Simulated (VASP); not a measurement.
# InP (F-43m) in VASP: notebook, part 2 of 2

VASP 6.6.1.

## Step 4: Single point, LDA (volume scaled by 1.06)

Contents of INCAR:

```
SYSTEM = InP
PREC     = Accurate       ! precision mode
ENCUT    = 520            ! plane-wave cutoff, eV
EDIFF    = 1E-6           ! SCF threshold, eV
ISMEAR   = -1             ! smearing method
SIGMA    = 0.05           ! smearing width, eV
LREAL    = .FALSE.        ! projectors in reciprocal space
LASPH    = .TRUE.         ! aspherical terms in the spheres
NELM     = 100            ! most SCF steps
ALGO     = Normal         ! electronic algorithm
ISIF     = 2              ! what is computed and relaxed
LWAVE    = .FALSE.        ! write WAVECAR
LCHARG   = .FALSE.        ! write CHGCAR
GGA      = CA             ! functional
NBANDS   = 16             ! bands
```

Contents of KPOINTS:

```
regular mesh
0
G
  8 8 8
  0 0 0
```

Contents of POSCAR:

```
InP
1.0
    0.0000000000      2.9879753761      2.9879753761
    2.9879753761      0.0000000000      2.9879753761
    2.9879753761      2.9879753761      0.0000000000
In P
1 1
Direct
    0.0000000000      0.0000000000      0.0000000000
    0.7500000000      0.7500000000      0.7500000000
```

Potentials or basis: VASP PAW LDA potentials, release 64 (In_d, P).

On the command line:

```console
$ cat potpaw_LDA.64/In_d/POTCAR potpaw_LDA.64/P/POTCAR > POTCAR
$ mpirun -np 1 vasp_std > vasp.out
```

OUTCAR:

```text
SYSTEM = InP
   PREC = Accurate
   ENCUT = 520
   EDIFF = 1E-6
   ISMEAR = -1
   LREAL = .FALSE.
   LASPH = .TRUE.
   NELM = 100
   ISIF = 2
   GGA = CA

 ion  position               nearest neighbor table
   1  0.000  0.000  0.000-   2 2.59   2 2.59   2 2.59   2 2.59
   2  0.750  0.750  0.750-   1 2.59   1 2.59   1 2.59   1 2.59

  LATTYP: Found a face centered cubic cell.
 ALAT       =     5.9759507522

  Lattice vectors:

 A1 = (   0.0000000000,   2.9879753761,   2.9879753761)
 A2 = (   2.9879753761,   0.0000000000,   2.9879753761)
 A3 = (   2.9879753761,   2.9879753761,   0.0000000000)

Analysis of symmetry for initial positions (statically):
=====================================================================
 Subroutine PRICEL returns:
 Original cell was already a primitive cell.

 Routine SETGRP: Setting up the symmetry group for a
 face centered cubic supercell.

 Subroutine GETGRP returns: Found 24 space group operations
 (whereof 24 operations were pure point group operations)
 out of a pool of 48 trial point group operations.

The static configuration has the point symmetry T_d .

Analysis of symmetry for dynamics (positions and initial velocities):
=====================================================================
 Subroutine PRICEL returns:
 Original cell was already a primitive cell.

 Routine SETGRP: Setting up the symmetry group for a
 face centered cubic supercell.

 Subroutine GETGRP returns: Found 24 space group operations
 (whereof 24 operations were pure point group operations)
 out of a pool of 48 trial point group operations.

The dynamic configuration has the point symmetry T_d .

 Subroutine INISYM returns: Found 24 space group operations
 (whereof 24 operations are pure point group operations),
 and found     1 'primitive' translations

[... 111 lines left out ...]
   IALGO  =     38    algorithm
   IMIX   =      4    mixing-type and parameters
     AMIX     =   0.40;   BMIX     =  1.00
     AMIX_MAG =   1.60;   BMIX_MAG =  1.00
  volume/ion in A,a.u.               =      26.68       180.02
  Fermi-wavevector in a.u.,A,eV,Ry     =   1.139669  2.153662 17.671858  1.298845
  Thomas-Fermi vector in A             =   2.276372
   LORBIT       =      0    0 simple, 1 ext, 2 COOP (PROOUT), +10 PAW based schemes
   GGA     = CA    functional components
   LHFCALC =     F    Hartree Fock is set to
   AEXX    =    0.0000 exact exchange contribution
   IVDW    =     0    specifies the selected vdW correction
   LEPSILON=     F    determine dielectric tensor
   LRPA    =     F    only Hartree local field effects (RPA)
 non-spin polarized calculation
  energy-cutoff  :      520.00
  volume of cell :       53.35
 maximum number of plane-waves:      1459
   NGX = 15   NGY = 15   NGZ = 15

 number of electron      18.0000002 magnetization

 Free energy of the ion-electron system (eV)
  ---------------------------------------------------
  ext. energy  EPLUGINS =         0.00000000
  ---------------------------------------------------
  free energy    TOTEN  =        -9.61460593 eV

  energy without entropy =       -9.61429912  energy(sigma->0) =       -9.61445253

 E-fermi :   4.5215     XC(G=0):  -9.3624

 val. band max:        4.3867260177   @ k =   0.0000   0.0000   0.0000
 cond. band min:       4.5810753927   @ k =   0.0000   0.0000   0.0000
 fundamental gap:      0.1943493751
 Fermi energy:         4.5215163953

 k-point     1 :       0.0000    0.0000    0.0000
  band No.  band energies     occupation
      1      -9.6901      2.00000
      2      -9.6901      2.00000
      3      -9.6901      2.00000
      4      -9.5622      2.00000
      5      -9.5622      2.00000
      6      -6.7739      2.00000
[... 433 lines left out ...]
      3      -9.6332      2.00000
      4      -9.5666      2.00000
      5      -9.5515      2.00000
      6      -4.9145      2.00000
[... 8 lines left out ...]
     15      14.7880      0.00000
     16      15.4054      0.00000

 [... further k-points ...]

------------------------ aborting loop because EDIFF is reached ----------------------------------------

  FORCE on cell =-STRESS in cart. coord.  units (eV):
  Direction    XX          YY          ZZ          XY          YZ          ZX
  --------------------------------------------------------------------------------------
  -------------------------------------------------------------------------------------
  Total       -1.5039666     -1.5039666     -1.5039666      0.0000000      0.0000000      0.0000000
  in kB      -45.1635138    -45.1635138    -45.1635138      0.0000000      0.0000000      0.0000000
  external PRESSURE =     -45.1635138 kB  Pullay stress =       0.0000000 kB

 VOLUME and BASIS-vectors are now :
 -----------------------------------------------------------------------------
  energy-cutoff  :      520.00
  volume of cell :       53.35
      direct lattice vectors                 reciprocal lattice vectors
     0.000000000  2.987975376  2.987975376    -0.167337390  0.167337390  0.167337390
     2.987975376  0.000000000  2.987975376     0.167337390 -0.167337390  0.167337390
     2.987975376  2.987975376  0.000000000     0.167337390  0.167337390 -0.167337390

 POSITION                                       TOTAL-FORCE (eV/Angst)
 -----------------------------------------------------------------------------------
      0.00000      0.00000      0.00000        -0.000000     -0.000000     -0.000000
      4.48196      4.48196      4.48196         0.000000      0.000000      0.000000
 -----------------------------------------------------------------------------------
    total drift:                                0.000000      0.000000      0.000000

  FREE ENERGIE OF THE ION-ELECTRON SYSTEM (eV)
  ---------------------------------------------------
  free  energy   TOTEN  =        -9.6146059334 eV

  energy  without entropy=       -9.6142991191  energy(sigma->0) =       -9.61445253
```

OSZICAR:

```text
N       E                     dE             d eps       ncg     rms          rms(c)
DAV:   1     0.111834759508E+03    0.11183E+03   -0.83283E+03   936   0.123E+03
DAV:   2    -0.221629528442E+01   -0.11405E+03   -0.10961E+03  1064   0.299E+02
DAV:   3    -0.978952919899E+01   -0.75732E+01   -0.75391E+01  1168   0.751E+01
DAV:   4    -0.100132957993E+02   -0.22377E+00   -0.22369E+00  1272   0.139E+01
DAV:   5    -0.100214549569E+02   -0.81592E-02   -0.81590E-02  1312   0.229E+00    0.528E+00
DAV:   6    -0.965565565685E+01    0.36580E+00   -0.57330E-01  1512   0.118E+01    0.313E+00
DAV:   7    -0.962003290268E+01    0.35623E-01   -0.11779E-01  1352   0.258E+00    0.112E+00
DAV:   8    -0.961472056772E+01    0.53123E-02   -0.10545E-02  1208   0.115E+00    0.270E-01
DAV:   9    -0.961457191551E+01    0.14865E-03   -0.89333E-04  1272   0.331E-01    0.140E-01
DAV:  10    -0.961460172718E+01   -0.29812E-04   -0.11712E-04  1384   0.121E-01    0.838E-02
DAV:  11    -0.961460785923E+01   -0.61321E-05   -0.20672E-05  1384   0.640E-02    0.429E-02
DAV:  12    -0.961460593564E+01    0.19236E-05   -0.36824E-06  1136   0.164E-02    0.736E-03
DAV:  13    -0.961460593341E+01    0.22253E-08   -0.35476E-07   704   0.324E-03
   1 F= -.96146059E+01 E0= -.96144525E+01  d E =-.306814E-03
```

Wall time 9.9 s (1 thread of Intel Xeon Platinum 8488C (Sapphire Rapids), shared host); peak memory 0.16 GiB.

Results:

| Property | Result |
| --- | --- |
| Free energy | -9.6146 eV |
| Pressure | -4.5 GPa |
| Band gap on the k mesh | 0.19 eV, direct |

Caveat: spin-orbit coupling is left out, which moves the levels of the heavy elements.

## Step 5: The runs side by side

```tsv
task	level	potentials or basis	cell	k mesh	cutoff (eV)	grid for exact exchange (PRECFOCK)	share of exact exchange	screening parameter	gap on the mesh (eV)	pressure (GPa)
relaxation of cell and atoms	B3LYP	VASP PAW PBE potentials, release 64 (In_d, P)	relaxed from a = 4.144 Å, angles 60.0°, 2 atoms	4 × 4 × 4	600	Normal	-	-	1.44	0.0
single point	PBEsol-based screened hybrid	VASP PAW PBE potentials, release 64 (In_d, P)	a = 4.140 Å, angles 60.0°, 2 atoms	4 × 4 × 4	520	Normal	0.25	0.207 1/Å	1.44	-0.2
single point	LDA	VASP PAW LDA potentials, release 64 (In_d, P)	a = 4.226 Å, angles 60.0°, 2 atoms	8 × 8 × 8	520	-	-	-	0.19	-4.5
```

Alike in all rows: no spin polarisation; smearing fermi-dirac 0.05 eV.

Caveats: some runs use coarse meshes; spin-orbit coupling is left out, which moves the levels of the heavy elements; the PAW data sets were made with another functional, which shifts forces and pressure a little (some runs).

Total energies depend on the potentials used, so only differences within one code and one set of settings carry meaning.
